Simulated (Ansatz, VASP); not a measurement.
## SrO in VASP and in Ansatz

Contents of POSCAR:

```
SrO
1.0
    0.0000000000      2.6054374762      2.6054374762
    2.6054374762      0.0000000000      2.6054374762
    2.6054374762      2.6054374762      0.0000000000
Sr O
1 1
Direct
    0.0000000000      0.0000000000      0.0000000000
    0.5000000000      0.5000000000      0.5000000000
```

INCAR.step1

```
PREC = Accurate
ENCUT = 520
ISMEAR = 0
SIGMA = 0.01
LREAL = False
LASPH = True
NELM = 60
NBANDS = 15
GGA = PE
ALGO = Normal
EDIFF = 1E-4
LWAVE = True
LCHARG = False
```

INCAR.step2

```
PREC = Accurate
ENCUT = 520
EDIFF = 1E-6
ISMEAR = 0
SIGMA = 0.01
LREAL = False
LASPH = True
NELM = 60
ALGO = Normal
ISIF = 2
LWAVE = False
LCHARG = True
METAGGA = R2SCAN
LMIXTAU = True
LELF = True
LVHAR = True
NBANDS = 15
ISTART = 1
```

File KPOINTS:

```
Automatic mesh
0
Gamma
  8 8 8
```

Input for Ansatz:

```yaml
crystal:
  lattice:
    - [0.0, 2.6054374762, 2.6054374762]
    - [2.6054374762, 0.0, 2.6054374762]
    - [2.6054374762, 2.6054374762, 0.0]
  atoms:
    - { symbol: Sr, position: [0.0, 0.0, 0.0] }
    - { symbol: O, position: [0.5, 0.5, 0.5] }
kpoints:
  mp_grid: { grid: [8, 8, 8] }
hamiltonian:
  xc: r2scan
scf:
  occupations: { method: fixed }
  n_extra_bands: 4
output:
  forces: true
  stress: true
  eigenvalues: true
```

Alike in both runs: task single point; functional r2SCAN; k mesh 8 × 8 × 8; no spin polarisation.

```csv
,VASP,Ansatz
version,VASP 6.6.1,Ansatz 0.2.0
potentials or method,"VASP PAW PBE potentials, release 64 (Sr_sv, O)","plane waves, PAW"
plane-wave cutoff (eV),520,500
occupations,"gaussian, width 0.01 eV",fixed
valence electrons in the cell,16,16
```

|  | VASP | Ansatz | Ansatz less VASP |
| --- | --- | --- | --- |
| gap on the k mesh at the Fermi level (eV) | 3.76 | 3.81 | +0.049 |
| pressure (GPa) | -2.1 | -2.6 | -0.46 |

VASP's potentials were made for PBE, not for r2SCAN.
